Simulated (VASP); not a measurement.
# ZnS (Cc) in VASP: single point with PBE

Aim: the single point of ZnS with PBE.

All numbers are computed with VASP 6.6.1; they aren't measurements. Logs are shortened: lines on timing, memory, paths and dates and some standing lists are left out, and cuts for length are marked.

### Step 1. The cell of the first run

Symmetry: Cc, No. 9, monoclinic system. Conventional cell: a = 6.661 Å, b = 3.845 Å, c = 12.611 Å, α = 90.00°, β = 90.00°, γ = 90.00°. Zn (site symmetry 1) has 4 S at 2.33 to 2.39 Å within 3.1 Å. Zn (site symmetry 1) has 4 S at 2.36 Å within 3.1 Å. Within 3.1 Å of S (site symmetry 1) lie 4 Zn at 2.36 Å. Within 3.1 Å of S (site symmetry 1) lie 4 Zn at 2.33 to 2.39 Å.

### Step 2. Single point, PBE (atoms displaced along a vibrational mode)

INCAR reads:

```
PREC     = Accurate       # precision mode
ENCUT    = 520            # plane-wave cutoff, eV
EDIFF    = 1E-6           # SCF threshold, eV
ISMEAR   = 0              # smearing method
SIGMA    = 0.05           # smearing width, eV
LREAL    = F              # projectors in reciprocal space
LASPH    = T              # aspherical terms in the spheres
NELM     = 100            # most SCF steps
ALGO     = Normal         # electronic algorithm
ISIF     = 2              # what is computed and relaxed
LWAVE    = F              # write WAVECAR
LCHARG   = F              # write CHGCAR
GGA      = PE             # functional
NBANDS   = 46             # bands
```

KPOINTS reads:

```
Automatic mesh
0
Gamma
  12 12 2
```

POSCAR reads:

```
ZnS
1.0
    3.8454929876      0.0000000000      0.0000000000
   -1.9227464938      3.3302946173      0.0000000000
    0.0000000000      0.0000000000     12.6106666232
Zn S
4 4
Direct
    0.3304868642      0.6666666667      0.0026098951
    0.3361798025      0.6666666667      0.5026098951
    0.6668334749      0.3333333333      0.2526098951
    0.6664998584      0.3333333333      0.7526098951
    0.3333333333      0.6666666667      0.1898901049
    0.3333333333      0.6666666667      0.6898901049
    0.6601655496      0.3333333333      0.4398901049
    0.6731677837      0.3333333333      0.9398901049
```

Potentials or basis: VASP PAW PBE potentials, release 64 (Zn, S).

On the command line:

```
$ cat potpaw_PBE.64/Zn/POTCAR potpaw_PBE.64/S/POTCAR > POTCAR
$ mpirun -np 1 vasp_std > vasp.out
```

OUTCAR:

```text
PREC = Accurate
   ENCUT = 520
   EDIFF = 1E-6
   ISMEAR = 0
   LREAL = F
   LASPH = T
   NELM = 100
   ISIF = 2
   GGA = PE

 ion  position               nearest neighbor table
   1  0.330  0.667  0.003-   8 2.33   8 2.36   5 2.36   8 2.39
   2  0.336  0.667  0.503-   7 2.33   7 2.36   6 2.36   7 2.39
   3  0.667  0.333  0.253-   5 2.36   5 2.36   5 2.36   7 2.36
   4  0.666  0.333  0.753-   6 2.36   6 2.36   6 2.36   8 2.36
   5  0.333  0.667  0.190-   3 2.36   3 2.36   3 2.36   1 2.36
   6  0.333  0.667  0.690-   4 2.36   4 2.36   4 2.36   2 2.36
   7  0.660  0.333  0.440-   2 2.33   2 2.36   3 2.36   2 2.39
   8  0.673  0.333  0.940-   1 2.33   1 2.36   4 2.36   1 2.39

  LATTYP: Found a hexagonal cell.
 ALAT       =     3.8454929876
 C/A-ratio  =     3.2793367883

  Lattice vectors:

 A1 = (   3.8454929876,   0.0000000000,   0.0000000000)
 A2 = (  -1.9227464938,   3.3302946173,   0.0000000000)
 A3 = (   0.0000000000,   0.0000000000,  12.6106666232)

Analysis of symmetry for initial positions (statically):
=====================================================================
 Subroutine PRICEL returns:
 Original cell was already a primitive cell.

 Routine SETGRP: Setting up the symmetry group for a
 hexagonal supercell.

 Subroutine GETGRP returns: Found  2 space group operations
 (whereof  1 operations were pure point group operations)
 out of a pool of 24 trial point group operations.

The static configuration has the point symmetry C_1 .
 The point group associated with its full space group is C_1h.

Analysis of symmetry for dynamics (positions and initial velocities):
=====================================================================
 Subroutine PRICEL returns:
 Original cell was already a primitive cell.

 Routine SETGRP: Setting up the symmetry group for a
 hexagonal supercell.

 Subroutine GETGRP returns: Found  2 space group operations
 (whereof  1 operations were pure point group operations)
 out of a pool of 24 trial point group operations.

The dynamic configuration has the point symmetry C_1 .
 The point group associated with its full space group is C_1h.

 Subroutine INISYM returns: Found  2 space group operations
 (whereof  1 operations are pure point group operations),
 and found     1 'primitive' translations

----------------------------------------------------------------------------------------

                                     Primitive cell

  volume of cell :     161.5001

  direct lattice vectors                    reciprocal lattice vectors
     3.845492988  0.000000000  0.000000000     0.260044682  0.150136867  0.000000000
    -1.922746494  3.330294617  0.000000000     0.000000000  0.300273734  0.000000000
     0.000000000  0.000000000 12.610666623     0.000000000  0.000000000  0.079297949

  length of vectors
     3.845492988  3.845492988 12.610666623     0.300273734  0.300273734  0.079297949

  position of ions in fractional coordinates (direct lattice)
     0.330486864  0.666666667  0.002609895
     0.336179802  0.666666667  0.502609895
     0.666833475  0.333333333  0.252609895
     0.666499858  0.333333333  0.752609895
     0.333333333  0.666666667  0.189890105
     0.333333333  0.666666667  0.689890105
     0.660165550  0.333333333  0.439890105
     0.673167784  0.333333333  0.939890105

  ion indices of the primitive-cell ions
   primitive index   ion index
                 1           1
                 2           2
                 3           3
                 4           4
                 5           5
                 6           6
                 7           7
                 8           8

----------------------------------------------------------------------------------------

 KPOINTS: Automatic mesh

Automatic generation of k-mesh.
 Grid dimensions read from file:
 generate k-points for:   12   12    2

 Generating k-lattice:

  Cartesian coordinates                     Fractional coordinates (reciprocal lattice)
     0.021670390  0.012511406  0.000000000     0.083333333  0.000000000  0.000000000
     0.000000000  0.025022811  0.000000000     0.000000000  0.083333333  0.000000000
     0.000000000  0.000000000  0.039648975     0.000000000  0.000000000  0.500000000

  Length of vectors
     0.025022811  0.025022811  0.039648975

  Shift w.r.t. Gamma in fractional coordinates (k-lattice)
     0.000000000  0.000000000  0.000000000

 Subroutine IBZKPT returns following result:
 ===========================================

 Found     86 irreducible k-points:

 Following reciprocal coordinates:
            Coordinates               Weight
  0.000000  0.000000  0.000000      1.000000
  0.083333 -0.000000  0.000000      4.000000
  0.000000  0.083333  0.000000      2.000000
  0.166667  0.000000  0.000000      4.000000
  0.000000  0.166667  0.000000      2.000000
  0.250000 -0.000000  0.000000      4.000000
[... 16 lines left out ...]
 -0.083333  0.416667  0.000000      4.000000
 -0.416667  0.333333  0.000000      4.000000
 [... further k-points ...]
   k-points           NKPTS =     86   k-points in BZ     NKDIM =     86   number of bands    NBANDS=     46
   number of dos      NEDOS =    301   number of ions     NIONS =      8
   total plane-waves  NPLWV =  86400
   dimension x,y,z NGX =    30 NGY =   30 NGZ =   96
   dimension x,y,z NGXF=    60 NGYF=   60 NGZF=  192
   ions per type =               4   4
   NGX,Y,Z   is equivalent  to a cutoff of  12.97, 12.97, 12.66 a.u.
   NGXF,Y,Z  is equivalent  to a cutoff of  25.94, 25.94, 25.31 a.u.
 SYSTEM =  unknown system
   PREC   = accura    normal or accurate (medium, high low for compatibility)
   ISTART =      0    job   : 0-new  1-cont  2-samecut
   ICHARG =      2    charge: 1-file 2-atom 10-const
   ISPIN  =      1    spin polarized calculation?
   LNONCOLLINEAR =      F non collinear calculations
   LSORBIT =      F    spin-orbit coupling
   LASPH  =      T    aspherical Exc in radial PAW
   ENCUT  =  520.0 eV  38.22 Ry    6.18 a.u.   7.15  7.15 23.45*2*pi/ulx,y,z
   NELM   =    100;   NELMIN=  2; NELMDL= -5     # of ELM steps
   EDIFF  = 0.1E-05   stopping-criterion for ELM
   LREAL  =      F    real-space projection
   EDIFFG = 0.1E-04   stopping-criterion for IOM
   NSW    =      0    number of steps for IOM
   IBRION =     -1    ionic relax: 0-MD 1-quasi-New 2-CG
   NFREE  =      0    steps in history (QN), initial steepest desc. (CG)
   ISIF   =      2    stress and relaxation
   ISYM   =      2    0-nonsym 1-usesym 2-fastsym
   POTIM  = 0.5000    time-step for ionic-motion
   TEBEG  =    0.0;   TEEND  =   0.0 temperature during run
   PSTRESS=    0.0 pullay stress
   NELECT =      72.0000    total number of electrons
   NUPDOWN=      -1.0000    fix difference up-down
   EMIN   =  10.00;   EMAX   =-10.00  energy-range for DOS
   EFERMI =   0.00;   METHOD = LEGACY
   ISMEAR =     0;   SIGMA  =   0.05  broadening in eV -4-tet -1-fermi 0-gaus
   EFERMI_NEDOS =   21; number of points for ismear=-14 and -15
   IALGO  =     38    algorithm
   IMIX   =      4    mixing-type and parameters
     AMIX     =   0.40;   BMIX     =  1.00
     AMIX_MAG =   1.60;   BMIX_MAG =  1.00
  volume/ion in A,a.u.               =      20.19       136.23
  Fermi-wavevector in a.u.,A,eV,Ry     =   1.250628  2.363344 21.280464  1.564070
  Thomas-Fermi vector in A             =   2.384613
   LORBIT       =      0    0 simple, 1 ext, 2 COOP (PROOUT), +10 PAW based schemes
   GGA     = PE    functional components
   LHFCALC =     F    Hartree Fock is set to
   AEXX    =    0.0000 exact exchange contribution
   IVDW    =     0    specifies the selected vdW correction
   LEPSILON=     F    determine dielectric tensor
   LRPA    =     F    only Hartree local field effects (RPA)
 non-spin polarized calculation
 Gauss-broadening in eV      SIGMA  =   0.05
  energy-cutoff  :      520.00
  volume of cell :      161.50
 maximum number of plane-waves:      4395
 NGX is ok and might be reduce to    30
   NGX = 15   NGY = 15   NGZ = 47

 number of electron      72.0000020 magnetization

 Free energy of the ion-electron system (eV)
  ---------------------------------------------------
  ext. energy  EPLUGINS =         0.00000000
  ---------------------------------------------------
  free energy    TOTEN  =       -27.38035869 eV

  energy without entropy =      -27.38035869  energy(sigma->0) =      -27.38035869

 E-fermi :   2.1503     XC(G=0):  -9.5158

 val. band max:        1.9128217036   @ k =   0.0000   0.0000   0.0000
 cond. band min:       3.9940178125   @ k =   0.0000   0.0000   0.0000
 fundamental gap:      2.0811961089
 Fermi energy:         2.1502645637

 k-point     1 :       0.0000    0.0000    0.0000
  band No.  band energies     occupation
      1     -11.0951      2.00000
      2     -10.6880      2.00000
      3     -10.6871      2.00000
      4     -10.2062      2.00000
      5      -4.3468      2.00000
      6      -4.3393      2.00000
[... 38 lines left out ...]
     45       8.6838      0.00000
     46       8.6902      0.00000

 k-point     2 :       0.0833   -0.0000    0.0000
  band No.  band energies     occupation
      1     -11.0499      2.00000
      2     -10.6506      2.00000
      3     -10.6496      2.00000
      4     -10.1808      2.00000
      5      -4.3443      2.00000
      6      -4.3373      2.00000
[... 38 lines left out ...]
     45       8.6413      0.00000
     46       8.8713      0.00000

 k-point     3 :       0.0000    0.0833    0.0000
  band No.  band energies     occupation
      1     -11.0499      2.00000
      2     -10.6505      2.00000
      3     -10.6496      2.00000
      4     -10.1808      2.00000
      5      -4.3434      2.00000
      6      -4.3368      2.00000
[... 1018 lines left out ...]
     45       8.8308      0.00000
     46       9.9768      0.00000

 k-point    24 :      -0.4167    0.3333    0.0000
  band No.  band energies     occupation
      1     -10.3760      2.00000
      2     -10.1461      2.00000
      3     -10.1450      2.00000
      4      -9.9166      2.00000
      5      -4.3150      2.00000
      6      -4.3101      2.00000
[... 38 lines left out ...]
     45       8.8287      0.00000
     46       9.9777      0.00000

 [... further k-points ...]

------------------------ aborting loop because EDIFF is reached ----------------------------------------

  FORCE on cell =-STRESS in cart. coord.  units (eV):
  Direction    XX          YY          ZZ          XY          YZ          ZX
  --------------------------------------------------------------------------------------
  -------------------------------------------------------------------------------------
  Total        0.1661980      0.1373081      0.1337055      0.0000000      0.0172918      0.0000000
  in kB        1.6487838      1.3621781      1.3264384      0.0000000      0.1715447      0.0000000
  external PRESSURE =       1.4458001 kB  Pullay stress =       0.0000000 kB

 VOLUME and BASIS-vectors are now :
 -----------------------------------------------------------------------------
  energy-cutoff  :      520.00
  volume of cell :      161.50
      direct lattice vectors                 reciprocal lattice vectors
     3.845492988  0.000000000  0.000000000     0.260044682  0.150136867  0.000000000
    -1.922746494  3.330294617  0.000000000     0.000000000  0.300273734  0.000000000
     0.000000000  0.000000000 12.610666623     0.000000000  0.000000000  0.079297949

 POSITION                                       TOTAL-FORCE (eV/Angst)
 -----------------------------------------------------------------------------------
     -0.01095      2.22020      0.03291         0.186424      0.011339      0.008146
      0.01095      2.22020      6.33825        -0.186424      0.011339      0.008146
      1.92339      1.11010      3.18558        -0.010718      0.000112      0.001628
      1.92211      1.11010      9.49091         0.010718      0.000112      0.001628
     -0.00000      2.22020      2.39464         0.000072      0.000384     -0.001132
     -0.00000      2.22020      8.69997        -0.000072      0.000384     -0.001132
      1.89775      1.11010      5.54731         0.208008     -0.011836     -0.008642
      1.94775      1.11010     11.85264        -0.208008     -0.011836     -0.008642
 -----------------------------------------------------------------------------------
    total drift:                                0.000000      0.000001     -0.000207

  FREE ENERGIE OF THE ION-ELECTRON SYSTEM (eV)
  ---------------------------------------------------
  free  energy   TOTEN  =       -27.3803586884 eV

  energy  without entropy=      -27.3803586884  energy(sigma->0) =      -27.38035869
```

Run time: 12 min. Hardware: 1 thread of Intel Xeon Platinum 8259CL at 2.50GHz (Skylake/Cascade Lake), shared host; peak memory 0.58 GiB.

Results:

| Quantity | Value |
| --- | --- |
| Free energy | -27.3804 eV |
| Pressure | 0.1 GPa |
| Largest force | 0.209 eV/Å |
| Band gap on the k mesh | 2.08 eV |

Forces in eV/Å, atoms in the order of the input:
```
Zn   0.186  0.011  0.008
Zn  -0.186  0.011  0.008
Zn  -0.011  0.000  0.002
Zn   0.011  0.000  0.002
S    0.000  0.000 -0.001
S    0.000  0.000 -0.001
S    0.208 -0.012 -0.009
S   -0.208 -0.012 -0.009
```

Levels at points of the mesh, in eV from the valence-band top:
| k point | band 32 | band 33 | band 34 | band 35 | band 36 | band 37 | band 38 | band 39 | band 40 | band 41 |
| --- | --- | --- | --- | --- | --- | --- | --- | --- | --- | --- |
| (0.00, 0.00, 0.00) | -0.45 | -0.45 | -0.07 | 0.00 | 0.00 | 2.08 | 3.05 | 3.48 | 3.48 | 6.32 |
| (0.50, 0.00, 0.00) | -1.57 | -1.56 | -1.54 | -1.54 | -0.85 | 3.54 | 3.54 | 3.69 | 4.18 | 5.13 |
| (0.00, 0.50, 0.00) | -1.57 | -1.57 | -1.54 | -1.53 | -0.85 | 3.54 | 3.54 | 3.68 | 4.18 | 5.14 |
| (0.00, 0.00, 0.50) | -0.71 | -0.15 | -0.15 | -0.12 | -0.12 | 2.98 | 2.98 | 3.20 | 3.20 | 6.27 |
| (0.50, 0.00, 0.50) | -1.97 | -1.37 | -1.32 | -1.07 | -1.06 | 3.44 | 3.48 | 3.79 | 3.82 | 5.67 |
| (0.00, 0.50, 0.50) | -1.97 | -1.35 | -1.35 | -1.06 | -1.06 | 3.46 | 3.46 | 3.80 | 3.80 | 5.69 |

Caveat: the cell differs from its parent crystal (atoms displaced along a vibrational mode).
